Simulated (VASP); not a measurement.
Runs of VASP 6.6.1 on Ti. The structure is that of space group I4/mmm (No. 139), or close to it. The cells are those of the table. 

| cell | further INCAR settings | gap on the mesh (eV) | pressure (GPa) |
| --- | --- | --- | --- |
| a = 2.858 Å, angles 105.4, 105.4, 118.0°, 1 atom | ALGO = Fast; EDIFF = 1e-06; NBANDS = 12 | none | -6.8 |
| a = 2.864 Å, angles 114.7, 114.7, 99.4°, 1 atom | ALGO = Fast; EDIFF = 1e-07; NBANDS = 12 | none | -6.3 |
| a = 2.912 Å, angles 101.5, 101.5, 126.9°, 1 atom | ALGO = Fast; EDIFF = 1e-06; NBANDS = 12 | none | -6.3 |
| a = 2.949 Å, angles 100.0, 100.0, 130.6°, 1 atom | ALGO = Fast; EDIFF = 1e-06; NBANDS = 12 | none | -5.2 |
| a = 2.847 Å, angles 107.3, 107.3, 113.9°, 1 atom | ALGO = Fast; EDIFF = 1e-06; NBANDS = 12 | none | -6.8 |
| a = 2.848 Å, angles 112.1, 112.1, 104.2°, 1 atom | ALGO = Fast; EDIFF = 1e-07; NBANDS = 12 | none | -6.6 |
| a = 2.879 Å, angles 103.5, 103.5, 122.2°, 1 atom | ALGO = Fast; EDIFF = 1e-06; NBANDS = 12 | none | (a) |
| a = 2.888 Å, angles 117.3, 117.3, 94.8°, 1 atom | ALGO = Fast; EDIFF = 1e-06; NBANDS = 12 | none | -6.2 |

Alike in all rows: task single point; level PBEsol; potentials or basis VASP PAW PBE potentials, release 64 (Ti_sv); no spin polarisation; k mesh 22 × 22 × 22; cutoff (eV) 520; smearing gaussian 0.15 eV.

Q: Estimate the missing entries.

A: (a) -6.9.

Caveats: the PAW data sets were made with another functional, which shifts forces and pressure a little.

A gap of «none» marks levels without a gap at the run's occupations.
